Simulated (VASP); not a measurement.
Input of a VASP 6.6.1 run:

INCAR

```
ALGO = Normal ; EDIFF = 1E-6
ENCUT = 520 ; ISIF = 2
ISMEAR = -1 ; ISPIN = 2
LASPH = True ; LCHARG = True
LELF = True ; LMAXMIX = 4
LORBIT = 11 ; LREAL = False
LVHAR = True ; LWAVE = False
MAGMOM = 4 0 ; NBANDS = 20
NELM = 150 ; PREC = Accurate
SIGMA = 0.05
```

KPOINTS

```
k-points
0
Gamma
  9 9 9
```

File POSCAR:

```
MnO
1.0
    2.9909715306     -1.7283524491      0.0000000000
    2.9909715306      1.7283524491      0.0000000000
   -1.9977723729      0.0000000000      2.8289211086
Mn O
1 1
Direct
    0.5001990000      0.5001990000      0.5006650000
    0.7498025000      0.7498025000      0.2493360000
```

Potentials or basis: VASP PAW LDA potentials, release 64 (Mn_pv, O).

Launch:

```console
$ cat potpaw_LDA.64/Mn_pv/POTCAR potpaw_LDA.64/O/POTCAR > POTCAR
$ mpirun -np 1 vasp_std > vasp.out
```

(1) Predict the band gap on the k mesh.

(2) Estimate the pressure.

## Answers

(1) zero (filled and empty bands overlap).

(2) -14.3 GPa.

Caveat: the cell stands under tension; a cell with one magnetic atom can't hold antiferromagnetic order, which such compounds often take; semilocal functionals often make such compounds metallic where correlation or magnetic order opens a gap, which also shifts bond lengths.
